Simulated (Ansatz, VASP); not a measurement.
**One calculation of NbH2, two programs**

File INCAR:

```
SYSTEM = NbH2
ALGO = Normal ; EDIFF = 1E-6
ENCUT = 500 ; GGA = CA
GGA_COMPAT = .False. ; ISIF = 2
ISMEAR = -1 ; LASPH = .True.
LCHARG = .False. ; LREAL = .False.
LWAVE = .False. ; NBANDS = 14
NELM = 120 ; PREC = Accurate
SIGMA = 0.03
```

Contents of KPOINTS:

```
k-points
0
Gamma
  15 15 15
  0 0 0
```

File POSCAR:

```
NbH2
1.0
   -0.0228150000      2.2700925000      2.2700925000
    2.2700925000     -0.0228150000      2.2700925000
    2.2700925000      2.2700925000     -0.0228150000
Nb H
1 2
Direct
    0.0000000000      0.0000000000      0.0000000000
    0.2500000000      0.2500000000      0.2500000000
    0.7500000000      0.7500000000      0.7500000000
```

Input for Ansatz:

```yaml
crystal:
  lattice:
    - [-0.022815, 2.2700925, 2.2700925]
    - [2.2700925, -0.022815, 2.2700925]
    - [2.2700925, 2.2700925, -0.022815]
  atoms:
    - { symbol: Nb, position: [0.0, 0.0, 0.0] }
    - { symbol: H, position: [0.25, 0.25, 0.25] }
    - { symbol: H, position: [0.75, 0.75, 0.75] }
kpoints:
  mp_grid: { grid: [15, 15, 15] }
  band_path:
    path:
      - [0.0, 0.0, 0.0]
      - [0.5, 0.5, 0.5]
      - [0.2525443832, 0.5, 0.7474556168]
      - [-0.2525443832, 0.2525443832, 0.5]
      - [0.0, 0.0, 0.5]
      - [0.0, 0.0, 0.0]
      - [-0.3762721916, 0.0, 0.3762721916]
      - [0.0, 0.3762721916, 0.6237278084]
      - [0.0, 0.5, 0.5]
    npoints: 5
scf:
  occupations: { method: fermi_dirac, width: 0.03 }
hamiltonian:
  xc: lda
  pseudopotentials: { kind: all_electron, lapw: { basis_error: 0.001 } }
output:
  forces: true
  stress: true
  eigenvalues: true
```

Change from the starting cell: equal xy, yz and zx shear strains of -1 %.

Alike in both runs: task single point; functional LDA; k mesh 15 × 15 × 15; occupations fermi-dirac, width 0.03 eV; no spin polarisation.

```csv
,VASP,Ansatz
version,VASP 6.6.1,Ansatz 0.2.0
potentials or method,"VASP PAW LDA potentials, release 64 (Nb_sv, H), cutoff 500 eV","all-electron LAPW, scalar-relativistic"
```

Ansatz gave:

```
pressure (GPa)                                                : -8.1
traceless stress, the component that is largest in VASP (GPa) : 1.32
rms of the force components (eV/Å)                            : 0.038
```

**Question.** Which values does VASP return?

**Answer.** Pressure (GPa): -8.3; traceless stress, the component that is largest in VASP (GPa): 1.33; rms of the force components (eV/Å): 0.038.

LDA's correlation is that of Perdew and Zunger in VASP and of Perdew and Wang (1992) in Ansatz. Atom by atom the forces differ by 0.000 eV/Å (rms over components). Ansatz ran all-electron here, and VASP with PAW potentials.
